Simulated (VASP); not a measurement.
# Te2Mo in VASP: further runs

Te2Mo is run at these levels: BLYP, LDA, PBEsol; tasks: single point.

Program: VASP 6.6.1. These are calculated values, not measurements. Logs are shortened: lines on timing, memory, paths and dates and some standing lists are left out, and cuts for length are marked.

### Step 1. The cell of the first run

The cell holds a slab with vacuum, 3 atoms: a = 3.560 Å, b = 3.560 Å, c = 17.524 Å, α = 90.00°, β = 90.00°, γ = 120.00°.

### Step 2. Single point, BLYP

Contents of INCAR:

```
SYSTEM = Te2Mo
PREC     = Accurate       ! precision mode
ENCUT    = 500            ! plane-wave cutoff, eV
EDIFF    = 1E-6           ! SCF threshold, eV
ISMEAR   = 0              ! smearing method
SIGMA    = 0.15           ! smearing width, eV
LREAL    = .False.        ! projectors in reciprocal space
LASPH    = .True.         ! aspherical terms in the spheres
NELM     = 120            ! most SCF steps
ALGO     = Normal         ! electronic algorithm
ISIF     = 2              ! what is computed and relaxed
LWAVE    = .False.        ! write WAVECAR
LCHARG   = .False.        ! write CHGCAR
GGA      = B5             ! functional
ALDAX    = 1.0          
AGGAX    = 1.0          
AGGAC    = 1.0          
ALDAC    = 0.0          
NBANDS   = 20             ! bands
GGA_COMPAT= .False.
```

Contents of KPOINTS:

```
Automatic mesh
0
Gamma
  4 4 1
  0 0 0
```

Contents of POSCAR:

```
Te2Mo
1.0
    3.5602328100      0.0000000000      0.0000000000
   -1.7801164100      3.0832520600      0.0000000000
    0.0000000000      0.0000000000     17.5240578200
Te Mo
2 1
Direct
    0.3333333297      0.6666666688      0.8978554500
    0.3333333297      0.6666666688      0.1021445500
    0.0000000000      0.0000000000      0.0000000000
```

Potentials or basis: VASP PAW PBE potentials, release 64 (Te, Mo_sv).

On the command line:

```sh
$ cat potpaw_PBE.64/Te/POTCAR potpaw_PBE.64/Mo_sv/POTCAR > POTCAR
$ mpirun -np 1 vasp_std > vasp.out
```

OUTCAR:

```text
SYSTEM = Te2Mo
   PREC = Accurate
   ENCUT = 500
   EDIFF = 1E-6
   ISMEAR = 0
   LREAL = .False.
   LASPH = .True.
   NELM = 120
   ISIF = 2
   GGA = B5

 ion  position               nearest neighbor table
   1  0.333  0.667  0.898-   3 2.73   3 2.73   3 2.73   2 3.58
   2  0.333  0.667  0.102-   3 2.73   3 2.73   3 2.73   1 3.58
   3  0.000  0.000  0.000-   1 2.73   2 2.73   1 2.73   2 2.73   1 2.73   2 2.73

  LATTYP: Found a hexagonal cell.
 ALAT       =     3.5602328100
 C/A-ratio  =     4.9221662614

  Lattice vectors:

 A1 = (   3.5602328100,   0.0000000000,   0.0000000000)
 A2 = (  -1.7801164100,   3.0832520600,   0.0000000000)
 A3 = (   0.0000000000,   0.0000000000,  17.5240578200)

Analysis of symmetry for initial positions (statically):
=====================================================================
 Subroutine PRICEL returns:
 Original cell was already a primitive cell.

 Routine SETGRP: Setting up the symmetry group for a
 hexagonal supercell.

 Subroutine GETGRP returns: Found 12 space group operations
 (whereof 12 operations were pure point group operations)
 out of a pool of 24 trial point group operations.

The static configuration has the point symmetry D_3h.

Analysis of symmetry for dynamics (positions and initial velocities):
=====================================================================
 Subroutine PRICEL returns:
 Original cell was already a primitive cell.

 Routine SETGRP: Setting up the symmetry group for a
 hexagonal supercell.

 Subroutine GETGRP returns: Found 12 space group operations
 (whereof 12 operations were pure point group operations)
 out of a pool of 24 trial point group operations.

The dynamic configuration has the point symmetry D_3h.

 Subroutine INISYM returns: Found 12 space group operations
 (whereof 12 operations are pure point group operations),
 and found     1 'primitive' translations

----------------------------------------------------------------------------------------

                                     Primitive cell

  volume of cell :     192.3633

  direct lattice vectors                    reciprocal lattice vectors
     3.560232810  0.000000000  0.000000000     0.280880508  0.162166437  0.000000000
    -1.780116410  3.083252060  0.000000000     0.000000000  0.324332873  0.000000000
     0.000000000  0.000000000 17.524057820     0.000000000  0.000000000  0.057064409

  length of vectors
     3.560232810  3.560232815 17.524057820     0.324332874  0.324332873  0.057064409

[... 60 lines left out ...]
   NELM   =    120;   NELMIN=  2; NELMDL= -5     # of ELM steps
   EDIFF  = 0.1E-05   stopping-criterion for ELM
   LREAL  =      F    real-space projection
   EDIFFG = 0.1E-04   stopping-criterion for IOM
   NSW    =      0    number of steps for IOM
   IBRION =     -1    ionic relax: 0-MD 1-quasi-New 2-CG
   NFREE  =      0    steps in history (QN), initial steepest desc. (CG)
   ISIF   =      2    stress and relaxation
   ISYM   =      2    0-nonsym 1-usesym 2-fastsym
   POTIM  = 0.5000    time-step for ionic-motion
   TEBEG  =    0.0;   TEEND  =   0.0 temperature during run
   PSTRESS=    0.0 pullay stress
   NELECT =      26.0000    total number of electrons
   NUPDOWN=      -1.0000    fix difference up-down
   EMIN   =  10.00;   EMAX   =-10.00  energy-range for DOS
   EFERMI =   0.00;   METHOD = LEGACY
   ISMEAR =     0;   SIGMA  =   0.15  broadening in eV -4-tet -1-fermi 0-gaus
   EFERMI_NEDOS =   21; number of points for ismear=-14 and -15
   IALGO  =     38    algorithm
   IMIX   =      4    mixing-type and parameters
     AMIX     =   0.40;   BMIX     =  1.00
     AMIX_MAG =   1.60;   BMIX_MAG =  1.00
  volume/ion in A,a.u.               =      64.12       432.71
  Fermi-wavevector in a.u.,A,eV,Ry     =   0.840153  1.587660  9.603777  0.705858
  Thomas-Fermi vector in A             =   1.954489
   LORBIT       =      0    0 simple, 1 ext, 2 COOP (PROOUT), +10 PAW based schemes
   GGA     = B5    functional components
   LHFCALC =     F    Hartree Fock is set to
   AEXX    =    0.0000 exact exchange contribution
   IVDW    =     0    specifies the selected vdW correction
   LEPSILON=     F    determine dielectric tensor
   LRPA    =     F    only Hartree local field effects (RPA)
 non-spin polarized calculation
 Gauss-broadening in eV      SIGMA  =   0.15
  energy-cutoff  :      500.00
  volume of cell :      192.36
 maximum number of plane-waves:      4959
 NGX is ok and might be reduce to    28
   NGX = 13   NGY = 13   NGZ = 63

 number of electron      25.9999997 magnetization

 Free energy of the ion-electron system (eV)
  ---------------------------------------------------
  ext. energy  EPLUGINS =         0.00000000
  ---------------------------------------------------
  free energy    TOTEN  =       -15.30353857 eV

  energy without entropy =      -15.30353857  energy(sigma->0) =      -15.30353857

 E-fermi :   0.8465     XC(G=0):  -4.4154

 val. band max:        0.1100580854   @ k =   0.2500   0.2500   0.0000
 cond. band min:       1.7809707279   @ k =   0.5000   0.0000   0.0000
 fundamental gap:      1.6709126425
 Fermi energy:         0.8464806652

 k-point     1 :       0.0000    0.0000    0.0000
  band No.  band energies     occupation
      1     -60.0380      2.00000
      2     -34.3027      2.00000
      3     -34.2202      2.00000
      4     -34.2202      2.00000
      5     -12.0653      2.00000
      6     -11.1062      2.00000
[... 81 lines left out ...]
     19       6.9036      0.00000
     20       7.3276      0.00000

------------------------ aborting loop because EDIFF is reached ----------------------------------------

  FORCE on cell =-STRESS in cart. coord.  units (eV):
  Direction    XX          YY          ZZ          XY          YZ          ZX
  --------------------------------------------------------------------------------------
  -------------------------------------------------------------------------------------
  Total        3.1962732      3.1962732      2.7696896     -0.0000000      0.0000000      0.0000000
  in kB       26.6214908     26.6214908     23.0685114     -0.0000000      0.0000000      0.0000000
  external PRESSURE =      25.4371643 kB  Pullay stress =       0.0000000 kB

 VOLUME and BASIS-vectors are now :
 -----------------------------------------------------------------------------
  energy-cutoff  :      500.00
  volume of cell :      192.36
      direct lattice vectors                 reciprocal lattice vectors
     3.560232810  0.000000000  0.000000000     0.280880508  0.162166437  0.000000000
    -1.780116410  3.083252060  0.000000000     0.000000000  0.324332873  0.000000000
     0.000000000  0.000000000 17.524057820     0.000000000  0.000000000  0.057064409

 POSITION                                       TOTAL-FORCE (eV/Angst)
 -----------------------------------------------------------------------------------
     -0.00000      2.05550     15.73407         0.000000      0.000000     -0.775693
     -0.00000      2.05550      1.78999         0.000000      0.000000      0.775693
      0.00000      0.00000      0.00000        -0.000000     -0.000000      0.000000
 -----------------------------------------------------------------------------------
    total drift:                                0.000009     -0.000003     -0.000000

  FREE ENERGIE OF THE ION-ELECTRON SYSTEM (eV)
  ---------------------------------------------------
  free  energy   TOTEN  =       -15.3035385653 eV

  energy  without entropy=      -15.3035385653  energy(sigma->0) =      -15.30353857
```

OSZICAR:

```text
N       E                     dE             d eps       ncg     rms          rms(c)
DAV:   1     0.157684622073E+03    0.15768E+03   -0.10798E+04   200   0.996E+02
DAV:   2    -0.637681540907E+01   -0.16406E+03   -0.15821E+03   220   0.231E+02
DAV:   3    -0.157191398389E+02   -0.93423E+01   -0.92545E+01   208   0.493E+01
[... 20 lines left out ...]
DAV:  24    -0.153035383472E+02    0.14209E-05   -0.89393E-06   148   0.148E-02    0.114E-04
DAV:  25    -0.153035389110E+02   -0.56380E-06   -0.27990E-05   160   0.288E-02    0.156E-04
DAV:  26    -0.153035378396E+02    0.10714E-05   -0.16047E-05   160   0.215E-02    0.701E-05
DAV:  27    -0.153035392626E+02   -0.14230E-05   -0.16364E-05   160   0.221E-02    0.147E-04
DAV:  28    -0.153035385653E+02    0.69725E-06   -0.90270E-07   144   0.578E-03
   1 F= -.15303539E+02 E0= -.15303539E+02  d E =-.126872E-11
```

stdout:

```text
POSCAR found type information on POSCAR TeMo
 POSCAR found :  2 types and       3 ions
 scaLAPACK will be used
 -----------------------------------------------------------------------------
|                                                                             |
|                                                                             |
|     You enforced a specific xc type in the INCAR file but a different       |
|     I HOPE YOU KNOW WHAT YOU ARE DOING!                                     |
|                                                                             |
 -----------------------------------------------------------------------------

 LDA part: xc-table for (Slater(with rela. corr.)+VWN5), standard interpolation
 POSCAR, INCAR and KPOINTS ok, starting setup
 FFT: planning ... GRIDC
 FFT: planning ... GRID_SOFT
 FFT: planning ... GRID
 WAVECAR not read
 entering main loop
```

Run time: 76 s. Hardware: 1 thread of AMD EPYC 9R14 (Zen 4), shared host; peak memory 0.26 GiB.

What came out:

* Free energy: -15.3035 eV
* Largest force: 0.776 eV/Å
* Band gap on the k mesh: 1.67 eV, indirect (least direct gap 1.69 eV)

Forces in eV/Å, atoms in the order of the input:
```
Te   0.000  0.000 -0.776
Te   0.000  0.000  0.776
Mo   0.000  0.000  0.000
```

Levels at points of the mesh, in eV from the valence-band top:
```csv
k point,band 11,band 12,band 13,band 14,band 15,band 16
"(0.00, 0.00, 0.00)",-0.59,-0.59,-0.05,3.35,3.35,3.63
"(0.50, 0.00, 0.00)",-1.22,-0.30,-0.02,1.67,2.03,3.63
```

Caveat: the k points lie up to 0.51 Å⁻¹ apart; the PAW data sets were made with another functional, which shifts forces and pressure a little; spin-orbit coupling is left out, which moves the levels of the heavy elements.

### Step 3. Single point, LDA

Contents of INCAR:

```
SYSTEM = Te2Mo
PREC = Accurate
ENCUT = 500
EDIFF = 1E-6
ISMEAR = 0
SIGMA = 0.15
LREAL = .False.
LASPH = .True.
NELM = 120
ALGO = Normal
ISIF = 2
LWAVE = .False.
LCHARG = .False.
NBANDS = 20
GGA_COMPAT = .False.
```

Contents of KPOINTS:

```
regular mesh
0
Gamma
  4 4 1
  0 0 0
```

POSCAR is that of step 2.

Potentials or basis: VASP PAW LDA potentials, release 64 (Te, Mo_sv).

On the command line:

```sh
$ cat potpaw_LDA.64/Te/POTCAR potpaw_LDA.64/Mo_sv/POTCAR > POTCAR
$ mpirun -np 1 vasp_std > vasp.out
```

It took 16 s on 1 thread of AMD EPYC 9R14 (Zen 4), shared host; peak memory 0.2 GiB.

The run converged. Its results:

| Item | Value |
| --- | --- |
| Free energy | -20.4591 eV |
| Largest force | 0.358 eV/Å |
| Band gap on the k mesh | 1.70 eV, indirect (the least direct gap lies 1.3 meV higher) |

Forces on the atoms (eV/Å):
```
Te   0.000  0.000  0.358
Te   0.000  0.000 -0.358
Mo   0.000  0.000  0.000
```

Levels at points of the mesh, in eV from the valence-band top:
| k point | band 9 | band 10 | band 11 | band 12 | band 13 | band 14 | band 15 | band 16 | band 17 | band 18 |
| --- | --- | --- | --- | --- | --- | --- | --- | --- | --- | --- |
| (0.00, 0.00, 0.00) | -1.37 | -1.28 | -0.57 | -0.57 | -0.05 | 3.39 | 3.39 | 3.68 | 3.68 | 4.68 |
| (0.50, 0.00, 0.00) | -2.94 | -1.96 | -1.19 | -0.36 | 0.00 | 1.70 | 2.05 | 3.63 | 4.04 | 4.26 |

Caveat: the k points lie up to 0.51 Å⁻¹ apart; spin-orbit coupling is left out, which moves the levels of the heavy elements.

### Step 4. Single point, PBEsol

Contents of INCAR:

```
SYSTEM = Te2Mo
PREC     = Accurate       ! precision mode
ENCUT    = 500            ! plane-wave cutoff, eV
EDIFF    = 1E-6           ! SCF threshold, eV
ISMEAR   = 0              ! smearing method
SIGMA    = 0.15           ! smearing width, eV
LREAL    = .FALSE.        ! projectors in reciprocal space
LASPH    = .TRUE.         ! aspherical terms in the spheres
NELM     = 120            ! most SCF steps
ALGO     = Normal         ! electronic algorithm
ISIF     = 2              ! what is computed and relaxed
LWAVE    = .FALSE.        ! write WAVECAR
LCHARG   = .TRUE.         ! write CHGCAR
GGA      = PS             ! functional
LELF     = .TRUE.         ! ELF
LVHAR    = .TRUE.       
NBANDS   = 20             ! bands
GGA_COMPAT= .FALSE.
```

Contents of KPOINTS:

```
Automatic mesh
0
G
  4 4 1
  0 0 0
```

POSCAR is that of step 3.

Potentials or basis: VASP PAW PBE potentials, release 64 (Te, Mo_sv).

On the command line:

```sh
$ cat potpaw_PBE.64/Te/POTCAR potpaw_PBE.64/Mo_sv/POTCAR > POTCAR
$ mpirun -np 1 vasp_std > vasp.out
```

It took 24 s on 1 thread of AMD EPYC 9R14 (Zen 4), shared host; peak memory 0.26 GiB.

It converged, with:

| Property | Result |
| --- | --- |
| Free energy | -19.6330 eV |
| Largest force | 0.137 eV/Å |
| Band gap on the k mesh | 1.71 eV, indirect (least direct gap 1.72 eV) |

Forces in eV/Å, atoms in the order of the input:
```
Te   0.000  0.000  0.137
Te   0.000  0.000 -0.137
Mo   0.000  0.000  0.000
```

Levels at points of the mesh, in eV from the valence-band top:
| k point | band 9 | band 10 | band 11 | band 12 | band 13 | band 14 | band 15 | band 16 | band 17 | band 18 |
| --- | --- | --- | --- | --- | --- | --- | --- | --- | --- | --- |
| (0.00, 0.00, 0.00) | -1.37 | -1.29 | -0.57 | -0.57 | -0.05 | 3.40 | 3.40 | 3.70 | 3.70 | 4.62 |
| (0.50, 0.00, 0.00) | -2.97 | -1.97 | -1.21 | -0.39 | -0.01 | 1.71 | 2.06 | 3.64 | 4.05 | 4.27 |

Caveat: the k points lie up to 0.51 Å⁻¹ apart; the PAW data sets were made with another functional, which shifts forces and pressure a little; spin-orbit coupling is left out, which moves the levels of the heavy elements.

### Step 5. Overview

| level | potentials or basis | gap on the mesh (eV) | largest force (eV/Å) |
| --- | --- | --- | --- |
| BLYP | VASP PAW PBE potentials, release 64 (Te, Mo_sv) | 1.67 | 0.78 |
| LDA | VASP PAW LDA potentials, release 64 (Te, Mo_sv) | 1.70 | 0.36 |
| PBEsol | VASP PAW PBE potentials, release 64 (Te, Mo_sv) | 1.71 | 0.14 |

Alike in all rows: task single point; no spin polarisation; cell as given; k mesh 4 × 4 × 1; cutoff (eV) 500; smearing gaussian 0.15 eV.

Caveats: all runs use coarse meshes; spin-orbit coupling is left out, which moves the levels of the heavy elements; the PAW data sets were made with another functional, which shifts forces and pressure a little (some runs).

Total energies depend on the potentials used, so only differences within one code and one set of settings carry meaning.
